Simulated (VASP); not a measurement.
Set up this calculation in VASP 6.6.1, as the native input.

```yaml
Task: single point
Functional: LDA
Potentials_or_basis: VASP PAW LDA potentials, release 64 (Sr_sv, O)
Cutoff: 520 eV
k_mesh: 8 × 8 × 8
Occupations: fermi-dirac, width 0.02 eV
Spin: no spin polarisation
Dipole_correction: no
Further_INCAR_settings: ALGO = Normal; EDIFF = 1e-06; NBANDS = 15
```

The structure of SrO lies in POSCAR:

```
SrO
1.0
    0.0000000000      2.5184040000      2.5698000000
    2.5184040000      0.0000000000      2.5698000000
    2.5184040000      2.5184040000      0.0000000000
Sr O
1 1
Direct
    0.0000000000      0.0000000000      0.0000000000
    0.5000000000      0.5000000000      0.5000000000
```

This cell differs from its parent crystal: equal xx and yy strain of -2 %.

The input as run:

INCAR

```
PREC     = Accurate       # precision mode
ENCUT    = 520            # plane-wave cutoff, eV
EDIFF    = 1E-6           # SCF threshold, eV
ISMEAR   = -1             # smearing method
SIGMA    = 0.02           # smearing width, eV
LREAL    = False          # projectors in reciprocal space
LASPH    = True           # aspherical terms in the spheres
NELM     = 60             # most SCF steps
ALGO     = Normal         # electronic algorithm
ISIF     = 2              # what is computed and relaxed
LWAVE    = False          # write WAVECAR
LCHARG   = True           # write CHGCAR
LELF     = True           # ELF
LVHAR    = True         
NBANDS   = 15             # bands
```

KPOINTS

```
regular mesh
0
Gamma
  8 8 8
```

Potentials or basis: VASP PAW LDA potentials, release 64 (Sr_sv, O).

Launch:

```sh
$ cat potpaw_LDA.64/Sr_sv/POTCAR potpaw_LDA.64/O/POTCAR > POTCAR
$ mpirun -np 1 vasp_std > vasp.out
```

It gave:

```yaml
Pressure: 0.5 GPa
Band_gap_on_the_k_mesh: 3.01 eV (least direct gap 3.05 eV)
```

Caveat: the cell differs from its parent crystal (equal xx and yy strain of -2 %).

It took 15 s on 1 thread of AMD EPYC 9R45 96-Core Processor (Zen 5), on a shared host, peak memory 0.13 GiB.
